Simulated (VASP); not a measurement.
# TiB2 (P6/mmm) in VASP: a series of runs

Runs on TiB2. Level: PBE. Tasks: single point.

All numbers are computed with VASP 6.6.1; they aren't measurements. Logs are shortened: lines on timing, memory, paths and dates and some standing lists are left out, and cuts for length are marked.

## (1) The cell of the first run

It takes space group P6/mmm (No. 191, hexagonal). Conventional cell: a = 3.029 Å, b = 3.029 Å, c = 3.228 Å, α = 90.00°, β = 90.00°, γ = 120.00°. Within 3.1 Å of Ti (site symmetry 6/mmm) lie 12 B at 2.38 Å and 6 Ti at 3.03 Å. Within 2.3 Å of B (site symmetry -6m2) lie 3 B at 1.75 Å.

## (2) Single point, PBE

Input file INCAR:

```
SYSTEM = TiB2
  PREC = Accurate
  ENCUT = 520
  EDIFF = 1E-6
  ISMEAR = -1
  SIGMA = 0.1
  LREAL = .FALSE.
  LASPH = .TRUE.
  NELM = 100
  ALGO = Normal
  ISIF = 2
  LWAVE = .FALSE.
  LCHARG = .FALSE.
  GGA = PE
  NBANDS = 16
```

Input file KPOINTS:

```
regular mesh
0
G
  5 5 4
  0 0 0
```

Input file POSCAR:

```
TiB2
1.0
    3.0292000000      0.0000000000      0.0000000000
   -1.5146000000      2.6233640000      0.0000000000
    0.0000000000      0.0000000000      3.2284000000
Ti B
1 2
Direct
    0.0000000000      0.0000000000      0.0000000000
    0.3333333333      0.6666666667      0.5000000000
    0.6666666667      0.3333333333      0.5000000000
```

Potentials or basis: VASP PAW PBE potentials, release 64 (Ti_sv, B).

The run is started by

```bash
> cat potpaw_PBE.64/Ti_sv/POTCAR potpaw_PBE.64/B/POTCAR > POTCAR
> mpirun -np 1 vasp_std > vasp.out
```

OUTCAR:

```text
SYSTEM = TiB2
   PREC = Accurate
   ENCUT = 520
   EDIFF = 1E-6
   ISMEAR = -1
   LREAL = .FALSE.
   LASPH = .TRUE.
   NELM = 100
   ISIF = 2
   GGA = PE

 ion  position               nearest neighbor table
   1  0.000  0.000  0.000-   2 2.38   2 2.38   3 2.38   3 2.38   2 2.38   3 2.38   2 2.38   3 2.38
                             3 2.38   3 2.38   2 2.38   2 2.38
   2  0.333  0.667  0.500-   3 1.75   3 1.75   3 1.75   1 2.38   1 2.38   1 2.38   1 2.38   1 2.38
                             1 2.38
   3  0.667  0.333  0.500-   2 1.75   2 1.75   2 1.75   1 2.38   1 2.38   1 2.38   1 2.38   1 2.38
                             1 2.38

  LATTYP: Found a hexagonal cell.
 ALAT       =     3.0292000000
 C/A-ratio  =     1.0657599366

  Lattice vectors:

 A1 = (   3.0292000000,   0.0000000000,   0.0000000000)
 A2 = (  -1.5146000000,   2.6233640000,   0.0000000000)
 A3 = (   0.0000000000,   0.0000000000,   3.2284000000)

Analysis of symmetry for initial positions (statically):
=====================================================================
 Subroutine PRICEL returns:
 Original cell was already a primitive cell.

 Routine SETGRP: Setting up the symmetry group for a
 hexagonal supercell.

 Subroutine GETGRP returns: Found 24 space group operations
 (whereof 24 operations were pure point group operations)
 out of a pool of 24 trial point group operations.

The static configuration has the point symmetry D_6h.

Analysis of symmetry for dynamics (positions and initial velocities):
=====================================================================
 Subroutine PRICEL returns:
 Original cell was already a primitive cell.

 Routine SETGRP: Setting up the symmetry group for a
 hexagonal supercell.

 Subroutine GETGRP returns: Found 24 space group operations
 (whereof 24 operations were pure point group operations)
 out of a pool of 24 trial point group operations.

The dynamic configuration has the point symmetry D_6h.

 Subroutine INISYM returns: Found 24 space group operations
 (whereof 24 operations are pure point group operations),
 and found     1 'primitive' translations

----------------------------------------------------------------------------------------

                                     Primitive cell

  volume of cell :      25.6551

  direct lattice vectors                    reciprocal lattice vectors
     3.029200000  0.000000000  0.000000000     0.330120164  0.190594977  0.000000000
    -1.514600000  2.623364000  0.000000000     0.000000000  0.381189953  0.000000000
     0.000000000  0.000000000  3.228400000     0.000000000  0.000000000  0.309750960

  length of vectors
     3.029200000  3.029199867  3.228400000     0.381189936  0.381189953  0.309750960

  position of ions in fractional coordinates (direct lattice)
     0.000000000  0.000000000  0.000000000
     0.333333333  0.666666667  0.500000000
     0.666666667  0.333333333  0.500000000

  ion indices of the primitive-cell ions
   primitive index   ion index
                 1           1
                 2           2
                 3           3

----------------------------------------------------------------------------------------

 KPOINTS: regular mesh

Automatic generation of k-mesh.
 Grid dimensions read from file:
 generate k-points for:    5    5    4

 Generating k-lattice:

  Cartesian coordinates                     Fractional coordinates (reciprocal lattice)
     0.066024033  0.038118995  0.000000000     0.200000000  0.000000000  0.000000000
     0.000000000  0.076237991  0.000000000     0.000000000  0.200000000  0.000000000
     0.000000000  0.000000000  0.077437740     0.000000000  0.000000000  0.250000000

  Length of vectors
     0.076237987  0.076237991  0.077437740

  Shift w.r.t. Gamma in fractional coordinates (k-lattice)
     0.000000000  0.000000000  0.000000000

 Subroutine IBZKPT returns following result:
 ===========================================

 Found     15 irreducible k-points:

 Following reciprocal coordinates:
            Coordinates               Weight
  0.000000  0.000000  0.000000      1.000000
  0.200000  0.000000  0.000000      6.000000
  0.400000  0.000000  0.000000      6.000000
  0.200000  0.200000  0.000000      6.000000
  0.400000  0.200000  0.000000      6.000000
  0.000000  0.000000  0.250000      2.000000
  0.200000  0.000000  0.250000     12.000000
  0.400000  0.000000  0.250000     12.000000
  0.200000  0.200000  0.250000     12.000000
  0.400000  0.200000  0.250000     12.000000
  0.000000  0.000000  0.500000      1.000000
  0.200000  0.000000  0.500000      6.000000
  0.400000  0.000000  0.500000      6.000000
  0.200000  0.200000  0.500000      6.000000
  0.400000  0.200000  0.500000      6.000000
   k-points           NKPTS =     15   k-points in BZ     NKDIM =     15   number of bands    NBANDS=     16
   number of dos      NEDOS =    301   number of ions     NIONS =      3
   total plane-waves  NPLWV =  13824
   dimension x,y,z NGX =    24 NGY =   24 NGZ =   24
   dimension x,y,z NGXF=    48 NGYF=   48 NGZF=   48
   ions per type =               1   2
   NGX,Y,Z   is equivalent  to a cutoff of  13.17, 13.17, 12.36 a.u.
   NGXF,Y,Z  is equivalent  to a cutoff of  26.34, 26.34, 24.72 a.u.
 SYSTEM =  TiB2
   PREC   = accura    normal or accurate (medium, high low for compatibility)
   ISTART =      0    job   : 0-new  1-cont  2-samecut
   ICHARG =      2    charge: 1-file 2-atom 10-const
   ISPIN  =      1    spin polarized calculation?
   LNONCOLLINEAR =      F non collinear calculations
   LSORBIT =      F    spin-orbit coupling
   LASPH  =      T    aspherical Exc in radial PAW
   ENCUT  =  520.0 eV  38.22 Ry    6.18 a.u.   5.63  5.63  6.00*2*pi/ulx,y,z
   NELM   =    100;   NELMIN=  2; NELMDL= -5     # of ELM steps
   EDIFF  = 0.1E-05   stopping-criterion for ELM
   LREAL  =      F    real-space projection
   EDIFFG = 0.1E-04   stopping-criterion for IOM
   NSW    =      0    number of steps for IOM
   IBRION =     -1    ionic relax: 0-MD 1-quasi-New 2-CG
   NFREE  =      0    steps in history (QN), initial steepest desc. (CG)
   ISIF   =      2    stress and relaxation
   ISYM   =      2    0-nonsym 1-usesym 2-fastsym
   POTIM  = 0.5000    time-step for ionic-motion
   TEBEG  =    0.0;   TEEND  =   0.0 temperature during run
   PSTRESS=    0.0 pullay stress
   NELECT =      18.0000    total number of electrons
   NUPDOWN=      -1.0000    fix difference up-down
   EMIN   =  10.00;   EMAX   =-10.00  energy-range for DOS
   EFERMI =   0.00;   METHOD = LEGACY
   ISMEAR =    -1;   SIGMA  =   0.10  broadening in eV -4-tet -1-fermi 0-gaus
   EFERMI_NEDOS =   21; number of points for ismear=-14 and -15
   IALGO  =     38    algorithm
   IMIX   =      4    mixing-type and parameters
     AMIX     =   0.40;   BMIX     =  1.00
     AMIX_MAG =   1.60;   BMIX_MAG =  1.00
  volume/ion in A,a.u.               =       8.55        57.71
  Fermi-wavevector in a.u.,A,eV,Ry     =   1.454703  2.748990 28.792123  2.116161
  Thomas-Fermi vector in A             =   2.571823
   LORBIT       =      0    0 simple, 1 ext, 2 COOP (PROOUT), +10 PAW based schemes
   GGA     = PE    functional components
   LHFCALC =     F    Hartree Fock is set to
   AEXX    =    0.0000 exact exchange contribution
   IVDW    =     0    specifies the selected vdW correction
   LEPSILON=     F    determine dielectric tensor
   LRPA    =     F    only Hartree local field effects (RPA)
 non-spin polarized calculation
  energy-cutoff  :      520.00
  volume of cell :       25.66
 maximum number of plane-waves:       721
 NGX is ok and might be reduce to    24
   NGX = 11   NGY = 11   NGZ = 13

 number of electron      18.0000002 magnetization

 Free energy of the ion-electron system (eV)
  ---------------------------------------------------
  ext. energy  EPLUGINS =         0.00000000
  ---------------------------------------------------
  free energy    TOTEN  =       -24.41222502 eV

  energy without entropy =      -24.39959763  energy(sigma->0) =      -24.40591133

 E-fermi :   9.8729     XC(G=0): -12.7680

 val. band max:        9.8143590762   @ k =   0.0000   0.0000   0.5000
 cond. band min:       9.9521489171   @ k =   0.4000   0.2000   0.0000
 fundamental gap:      0.1377898409
 Fermi energy:         9.8729250158

 k-point     1 :       0.0000    0.0000    0.0000
  band No.  band energies     occupation
      1     -46.9749      2.00000
      2     -23.3222      2.00000
      3     -23.0129      2.00000
      4     -23.0129      2.00000
      5      -3.5026      2.00000
      6       7.4004      2.00000
[... 8 lines left out ...]
     15      15.7739      0.00000
     16      16.9262      0.00000

 k-point     2 :       0.2000    0.0000    0.0000
  band No.  band energies     occupation
      1     -46.9562      2.00000
      2     -23.2984      2.00000
      3     -23.1549      2.00000
      4     -23.0452      2.00000
      5      -2.7496      2.00000
      6       5.5367      2.00000
[... 8 lines left out ...]
     15      17.8480      0.00000
     16      18.9658      0.00000

 k-point     3 :       0.4000    0.0000    0.0000
  band No.  band energies     occupation
      1     -46.9258      2.00000
      2     -23.3786      2.00000
      3     -23.2597      2.00000
      4     -23.0972      2.00000
      5      -0.6925      2.00000
      6       2.2650      2.00000
[... 8 lines left out ...]
     15      17.4206      0.00000
     16      18.5424      0.00000

 k-point     4 :       0.2000    0.2000    0.0000
  band No.  band energies     occupation
      1     -46.9316      2.00000
      2     -23.2997      2.00000
      3     -23.2671      2.00000
      4     -23.1252      2.00000
      5      -1.3428      2.00000
      6       3.8187      2.00000
[... 8 lines left out ...]
     15      18.4422      0.00000
     16      19.6285      0.00000
[... 153 lines left out ...]
 k-point    13 :       0.4000    0.0000    0.5000
  band No.  band energies     occupation
      1     -46.9119      2.00000
      2     -23.4358      2.00000
      3     -23.3480      2.00000
      4     -23.0759      2.00000
      5      -0.1316      2.00000
      6       3.1066      2.00000
[... 8 lines left out ...]
     15      16.2050      0.00000
     16      21.9213      0.00000

 k-point    14 :       0.2000    0.2000    0.5000
  band No.  band energies     occupation
      1     -46.9176      2.00000
      2     -23.4459      2.00000
      3     -23.2719      2.00000
      4     -23.1032      2.00000
      5      -0.4361      2.00000
      6       4.0298      2.00000
[... 8 lines left out ...]
     15      18.5282      0.00000
     16      20.0154      0.00000

 k-point    15 :       0.4000    0.2000    0.5000
  band No.  band energies     occupation
      1     -46.9026      2.00000
      2     -23.4195      2.00000
      3     -23.3370      2.00000
      4     -23.1698      2.00000
      5       0.6825      2.00000
      6       2.1717      2.00000
[... 8 lines left out ...]
     15      17.8978      0.00000
     16      18.3267      0.00000

------------------------ aborting loop because EDIFF is reached ----------------------------------------

  FORCE on cell =-STRESS in cart. coord.  units (eV):
  Direction    XX          YY          ZZ          XY          YZ          ZX
  --------------------------------------------------------------------------------------
  -------------------------------------------------------------------------------------
  Total        0.2366096      0.2366096     -0.1554121      0.0000000      0.0000000      0.0000000
  in kB       14.7764156     14.7764138     -9.7055815      0.0000000      0.0000000      0.0000000
  external PRESSURE =       6.6157493 kB  Pullay stress =       0.0000000 kB

 VOLUME and BASIS-vectors are now :
 -----------------------------------------------------------------------------
  energy-cutoff  :      520.00
  volume of cell :       25.66
      direct lattice vectors                 reciprocal lattice vectors
     3.029200000  0.000000000  0.000000000     0.330120164  0.190594977  0.000000000
    -1.514600000  2.623364000  0.000000000     0.000000000  0.381189953  0.000000000
     0.000000000  0.000000000  3.228400000     0.000000000  0.000000000  0.309750960

 POSITION                                       TOTAL-FORCE (eV/Angst)
 -----------------------------------------------------------------------------------
      0.00000      0.00000      0.00000        -0.000000      0.000000      0.000000
     -0.00000      1.74891      1.61420         0.000000      0.000000      0.000000
      1.51460      0.87445      1.61420        -0.000000      0.000000     -0.000000
 -----------------------------------------------------------------------------------
    total drift:                               -0.000000      0.000000      0.000000

  FREE ENERGIE OF THE ION-ELECTRON SYSTEM (eV)
  ---------------------------------------------------
  free  energy   TOTEN  =       -24.4122250233 eV

  energy  without entropy=      -24.3995976335  energy(sigma->0) =      -24.40591133
```

Run time: 9.6 s. Hardware: 1 thread of Intel Xeon 8259CL, shared host; peak memory 0.14 GiB.

What came out:

* Free energy: -24.4122 eV
* Pressure: 0.7 GPa
* Band gap on the k mesh: zero (band 9 reaches 10.38 eV, above the bottom of band 10 at 9.81 eV)

Levels at points of the mesh, in eV from the Fermi level:
| k point | band 6 | band 7 | band 8 | band 9 | band 10 | band 11 | band 12 | band 13 |
| --- | --- | --- | --- | --- | --- | --- | --- | --- |
| (0.00, 0.00, 0.00) | -2.47 | -2.47 | -2.20 | -1.99 | 2.00 | 2.00 | 3.77 | 3.77 |
| (0.00, 0.00, 0.50) | -7.48 | -0.42 | -0.42 | -0.06 | -0.06 | 0.55 | 0.55 | 1.75 |

Caveat: the k points lie up to 0.49 Å⁻¹ apart.

## (3) Single point, PBE

Input file INCAR:

```
ALGO = Normal
EDIFF = 1E-6
ENCUT = 520
GGA = PE
ISIF = 2
ISMEAR = -1
LASPH = True
LCHARG = False
LREAL = False
LWAVE = False
NBANDS = 16
NELM = 60
PREC = Accurate
SIGMA = 0.1
```

Input file KPOINTS:

```
k-points
0
Gamma
  7 7 6
```

POSCAR is that of step 2.

Potentials or basis: VASP PAW PBE potentials, release 64 (Ti_sv, B).

The run is started by

```bash
> cat potpaw_PBE.64/Ti_sv/POTCAR potpaw_PBE.64/B/POTCAR > POTCAR
> mpirun -np 1 vasp_std > vasp.out
```

Wall time 15 s (1 thread of Intel Xeon 8259CL, shared host); peak memory 0.14 GiB.

Results (log left out):

* Free energy: -24.4303 eV
* Pressure: 0.5 GPa
* Band gap on the k mesh: zero (band 9 reaches 10.18 eV, above the bottom of band 10 at 9.82 eV)

Stress tensor (GPa, compression positive):
```
 1.04  0.00  0.00
 0.00  1.04  0.00
 0.00  0.00 -0.55
```

Levels at points of the mesh, in eV from the Fermi level:
```csv
k point,band 7,band 8,band 9,band 10,band 11,band 12
"(0.00, 0.00, 0.00)",-2.49,-2.22,-2.00,2.00,2.00,3.76
"(0.00, 0.00, 0.50)",-0.44,-0.44,-0.07,-0.07,0.55,0.55
```

## (4) Single point, PBE

Input file INCAR:

```
SYSTEM = TiB2
PREC = Accurate
ENCUT = 520
EDIFF = 1E-7
ISMEAR = -1
SIGMA = 0.1
LREAL = .False.
LASPH = .True.
NELM = 100
ALGO = Normal
ISIF = 2
LWAVE = .False.
LCHARG = .True.
GGA = PE
LELF = .True.
LVHAR = .True.
NBANDS = 16
```

Input file KPOINTS:

```
regular mesh
0
Gamma
  8 8 7
  0 0 0
```

POSCAR is that of step 3.

The run is started by

```bash
> cat potpaw_PBE.64/Ti_sv/POTCAR potpaw_PBE.64/B/POTCAR > POTCAR
> mpirun -np 1 vasp_std > vasp.out
```

Run time: 22 s. Hardware: 1 thread of Intel Xeon 8259CL, shared host; peak memory 0.15 GiB.

Results (log left out):

```yaml
Free_energy: -24.4383 eV
Pressure: 0.4 GPa
Band_gap_on_the_k_mesh: zero (band 9 reaches 10.41 eV, above the bottom of band 10 at 9.89 eV)
```

Stress tensor (GPa, compression positive):
```
 0.96  0.00  0.00
 0.00  0.96  0.00
 0.00  0.00 -0.71
```

Levels at points of the mesh, in eV from the Fermi level:
| k point | band 5 | band 6 | band 7 | band 8 | band 9 | band 10 | band 11 | band 12 | band 13 | band 14 |
| --- | --- | --- | --- | --- | --- | --- | --- | --- | --- | --- |
| (0.00, 0.00, 0.00) | -13.54 | -2.63 | -2.63 | -2.36 | -2.15 | 1.86 | 1.86 | 3.62 | 3.62 | 5.74 |
| (0.50, 0.00, 0.00) | -9.40 | -9.27 | -3.30 | -3.26 | -2.30 | 1.30 | 2.71 | 3.18 | 3.33 | 7.41 |

[end of part 1 of 2]
